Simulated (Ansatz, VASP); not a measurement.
# Cu: VASP beside Ansatz

Contents of INCAR:

```
SYSTEM = Cu
  PREC = Accurate
  ENCUT = 520
  EDIFF = 1E-7
  ISMEAR = 0
  SIGMA = 0.15
  LREAL = .FALSE.
  LASPH = .TRUE.
  NELM = 80
  ALGO = Normal
  ISIF = 2
  LWAVE = .FALSE.
  LCHARG = .FALSE.
  GGA = PE
  NBANDS = 12
```

KPOINTS

```
Automatic mesh
0
G
  28 28 28
  0 0 0
```

The input POSCAR:

```
Cu
1.0
    0.0000000000      1.8148741278      1.8148741278
    1.8148741278      0.0000000000      1.8148741278
    1.8148741278      1.8148741278      0.0000000000
Cu
1
Direct
    0.0000000000      0.0000000000      0.0000000000
```

Input for Ansatz:

```yaml
crystal:
  lattice:
    - [0.0, 1.8148741278, 1.8148741278]
    - [1.8148741278, 0.0, 1.8148741278]
    - [1.8148741278, 1.8148741278, 0.0]
  atoms:
    - { symbol: Cu, position: [0.0, 0.0, 0.0] }
basis:
  ecutwfc: 420
kpoints:
  mp_grid: { grid: [28, 28, 28] }
hamiltonian:
  xc: pbe
scf:
  occupations: { method: gaussian, width: 0.15 }
output:
  forces: true
  stress: true
  eigenvalues: true
  write_density: true
  write_potential: true
  elf: true
  volumetric_format: npy
```

Alike in both runs: task single point; functional PBE; k mesh 28 × 28 × 28; occupations gaussian, width 0.15 eV; no spin polarisation.

|  | VASP | Ansatz |
| --- | --- | --- |
| version | VASP 6.6.1 | Ansatz 0.2.0 |
| potentials or method | VASP PAW PBE potentials, release 64 (Cu), cutoff 520 eV | scalar-relativistic, plane waves, PAW |
| valence electrons in the cell | 11 | 19 |

Ansatz gave:

```
gap on the k mesh at the Fermi level (eV) : none
pressure (GPa)                            : 0.0
```

Q: Estimate VASP's values.

A: gap on the k mesh at the Fermi level (eV): none; pressure (GPa): 0.5.

A gap of «none» marks a metal or a gap that the smearing closes. With one functional, cell and mesh, what is left measures potentials, basis and numerics. VASP's potentials hold 11 valence electrons a cell and Ansatz's 19, so a difference there can come from the potentials and not from the codes.
